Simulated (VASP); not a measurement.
# GaN (sol) (P6_3mc) in VASP: a series of runs, part 2 of 2

VASP 6.6.1.

## Step 3: Single point, PBEsol

The input, INCAR:

```
SYSTEM = GaN
PREC     = Accurate       ! precision mode
ENCUT    = 520            ! plane-wave cutoff, eV
EDIFF    = 1E-6           ! SCF threshold, eV
ISMEAR   = 0              ! smearing method
SIGMA    = 0.01           ! smearing width, eV
LREAL    = .FALSE.        ! projectors in reciprocal space
LASPH    = .TRUE.         ! aspherical terms in the spheres
NELM     = 60             ! most SCF steps
ALGO     = Normal         ! electronic algorithm
ISIF     = 2              ! what is computed and relaxed
LWAVE    = .FALSE.        ! write WAVECAR
LCHARG   = .FALSE.        ! write CHGCAR
GGA      = PS             ! functional
NBANDS   = 26             ! bands
```

The input, KPOINTS:

```
Automatic mesh
0
G
  12 12 6
  0 0 0
```

The input, POSCAR:

```
GaN
1.0
    3.1828215508      0.0000000000      0.0000000000
   -1.5914107754      2.7564043187      0.0000000000
    0.0000000000      0.0000000000      5.1856744261
Ga N
2 2
Direct
    0.3333333333      0.6666666667     -0.0183139509
    0.6666666667      0.3333333333      0.4816860491
    0.3333333333      0.6666666667      0.3953139509
    0.6666666667      0.3333333333      0.8953139509
```

Potentials or basis: VASP PAW PBE potentials, release 64 (Ga_d, N).

Launch:

```
> cat potpaw_PBE.64/Ga_d/POTCAR potpaw_PBE.64/N/POTCAR > POTCAR
> mpirun -np 1 vasp_std > vasp.out
```

Wall time 24 s (1 thread of Intel Xeon 6975P-C (Granite Rapids), shared host); peak memory 0.21 GiB.

It converged, with:

```yaml
Free_energy: -25.9731 eV
Pressure: 2.6 GPa
Largest_force: 1.249 eV/Å
Band_gap_on_the_k_mesh: 1.72 eV, direct
```

Forces on the atoms (eV/Å):
```
Ga   0.000  0.000  1.249
Ga   0.000  0.000  1.249
N    0.000  0.000 -1.249
N    0.000  0.000 -1.249
```

Stress tensor (GPa, compression positive):
```
 6.78  0.00  0.00
 0.00  6.78  0.00
 0.00  0.00 -5.86
```

Levels at points of the mesh, in eV from the valence-band top:
| k point | band 14 | band 15 | band 16 | band 17 | band 18 | band 19 | band 20 | band 21 | band 22 | band 23 |
| --- | --- | --- | --- | --- | --- | --- | --- | --- | --- | --- |
| (0.00, 0.00, 0.00) | -1.31 | -1.31 | -0.43 | -0.43 | 0.00 | 1.72 | 3.68 | 8.95 | 9.56 | 9.56 |
| (0.50, 0.00, 0.00) | -6.01 | -3.96 | -3.20 | -1.91 | -1.74 | 4.57 | 5.28 | 5.82 | 8.31 | 9.47 |
| (0.00, 0.00, 0.50) | -3.76 | -0.87 | -0.87 | -0.87 | -0.87 | 3.96 | 3.96 | 7.94 | 7.94 | 10.02 |
| (0.50, 0.00, 0.50) | -7.08 | -2.51 | -2.51 | -1.73 | -1.73 | 4.19 | 4.19 | 6.96 | 6.96 | 9.55 |

Caveat: the PAW data sets were made with another functional, which shifts forces and pressure a little.

## Step 4: Single point, PBEsol

The input, INCAR:

```
  PREC = Accurate
  ENCUT = 520
  EDIFF = 1E-7
  ISMEAR = 0
  SIGMA = 0.01
  LREAL = F
  LASPH = T
  NELM = 100
  ALGO = Normal
  ISIF = 2
  LWAVE = F
  LCHARG = F
  GGA = PS
  NBANDS = 26
```

The input, KPOINTS:

```
Automatic mesh
0
Gamma
  12 12 6
```

The input, POSCAR:

```
GaN
1.0
    3.1828215508      0.0000000000      0.0000000000
   -1.5914107754      2.7564043187      0.0000000000
    0.0000000000      0.0000000000      5.1856744261
Ga N
2 2
Direct
    0.3333333333      0.6666666667     -0.0275681043
    0.6666666667      0.3333333333      0.4724318957
    0.3333333333      0.6666666667      0.4045681043
    0.6666666667      0.3333333333      0.9045681043
```

Potentials or basis: VASP PAW PBE potentials, release 64 (Ga_d, N).

Launch:

```
> cat potpaw_PBE.64/Ga_d/POTCAR potpaw_PBE.64/N/POTCAR > POTCAR
> mpirun -np 1 vasp_std > vasp.out
```

OUTCAR:

```text
PREC = Accurate
   ENCUT = 520
   EDIFF = 1E-7
   ISMEAR = 0
   LREAL = F
   LASPH = T
   NELM = 100
   ISIF = 2
   GGA = PS

 ion  position               nearest neighbor table
   1  0.333  0.667  0.972-   4 1.87   4 1.87   4 1.87   3 2.24
   2  0.667  0.333  0.472-   3 1.87   3 1.87   3 1.87   4 2.24
   3  0.333  0.667  0.405-   2 1.87   2 1.87   2 1.87   1 2.24
   4  0.667  0.333  0.905-   1 1.87   1 1.87   1 1.87   2 2.24

  LATTYP: Found a hexagonal cell.
 ALAT       =     3.1828215508
[... 889 lines left out ...]
     25      17.3658      0.00000
     26      18.3722      0.00000

 [... further k-points ...]
[... 5 lines left out ...]
  --------------------------------------------------------------------------------------
  -------------------------------------------------------------------------------------
  Total        2.7913133      2.7913133     -1.5365149      0.0000000     -0.0000000      0.0000000
  in kB       98.3011748     98.3011748    -54.1111660      0.0000000     -0.0000000      0.0000000
  external PRESSURE =      47.4970612 kB  Pullay stress =       0.0000000 kB

 VOLUME and BASIS-vectors are now :
 -----------------------------------------------------------------------------
  energy-cutoff  :      520.00
  volume of cell :       45.49
      direct lattice vectors                 reciprocal lattice vectors
     3.182821551  0.000000000  0.000000000     0.314186637  0.181395740  0.000000000
    -1.591410775  2.756404319  0.000000000     0.000000000  0.362791479  0.000000000
     0.000000000  0.000000000  5.185674426     0.000000000  0.000000000  0.192838948

 POSITION                                       TOTAL-FORCE (eV/Angst)
 -----------------------------------------------------------------------------------
     -0.00000      1.83760      5.04272        -0.000000      0.000000      1.322133
      1.59141      0.91880      2.44988         0.000000     -0.000000      1.322133
     -0.00000      1.83760      2.09796         0.000000     -0.000000     -1.322133
      1.59141      0.91880      4.69080        -0.000000      0.000000     -1.322133
 -----------------------------------------------------------------------------------
    total drift:                               -0.000000     -0.000000     -0.000784

  FREE ENERGIE OF THE ION-ELECTRON SYSTEM (eV)
  ---------------------------------------------------
  free  energy   TOTEN  =       -25.7218254759 eV

  energy  without entropy=      -25.7218254759  energy(sigma->0) =      -25.72182548
```

OSZICAR:

```text
N       E                     dE             d eps       ncg     rms          rms(c)
DAV:   1     0.280760282461E+03    0.28076E+03   -0.17491E+04  4268   0.258E+03
DAV:   2     0.753630678930E+01   -0.27322E+03   -0.25797E+03  4288   0.490E+02
DAV:   3    -0.283883280113E+02   -0.35925E+02   -0.35387E+02  4752   0.145E+02
DAV:   4    -0.296059273128E+02   -0.12176E+01   -0.12128E+01  4538   0.285E+01
[... 13 lines left out ...]
DAV:  18    -0.257218278739E+02    0.51996E-05   -0.55848E-06  6524   0.235E-02    0.264E-02
DAV:  19    -0.257218265167E+02    0.13572E-05   -0.17376E-06  6124   0.119E-02    0.160E-02
DAV:  20    -0.257218256444E+02    0.87234E-06   -0.95226E-07  4952   0.104E-02    0.587E-03
DAV:  21    -0.257218254898E+02    0.15452E-06   -0.55925E-07  4134   0.493E-03    0.650E-04
DAV:  22    -0.257218254759E+02    0.13910E-07   -0.34057E-08  2078   0.163E-03
   1 F= -.25721825E+02 E0= -.25721825E+02  d E =-.625797E-32
```

stdout:

```text
POSCAR found type information on POSCAR GaN
 POSCAR found :  2 types and       4 ions
 scaLAPACK will be used
 -----------------------------------------------------------------------------
|                                                                             |
|                                                                             |
|     You enforced a specific xc type in the INCAR file but a different       |
|     I HOPE YOU KNOW WHAT YOU ARE DOING!                                     |
|                                                                             |
 -----------------------------------------------------------------------------

 LDA part: xc-table for (Slater+PW92), standard interpolation
 POSCAR, INCAR and KPOINTS ok, starting setup
 FFT: planning ... GRIDC
 FFT: planning ... GRID_SOFT
 FFT: planning ... GRID
 WAVECAR not read
 entering main loop
```

It took 42 s on 1 thread of Intel Xeon 6975P-C (Granite Rapids), shared host; peak memory 0.21 GiB.

What came out:

| Item | Value |
| --- | --- |
| Free energy | -25.7218 eV |
| Pressure | 4.7 GPa |
| Largest force | 1.322 eV/Å |
| Band gap on the k mesh | 1.74 eV, direct |

Forces in eV/Å, atoms in the order of the input:
```
Ga   0.000  0.000  1.322
Ga   0.000  0.000  1.322
N    0.000  0.000 -1.322
N    0.000  0.000 -1.322
```

Caveat: the PAW data sets were made with another functional, which shifts forces and pressure a little. As with any semilocal functional, this PBEsol gap is likely too small.
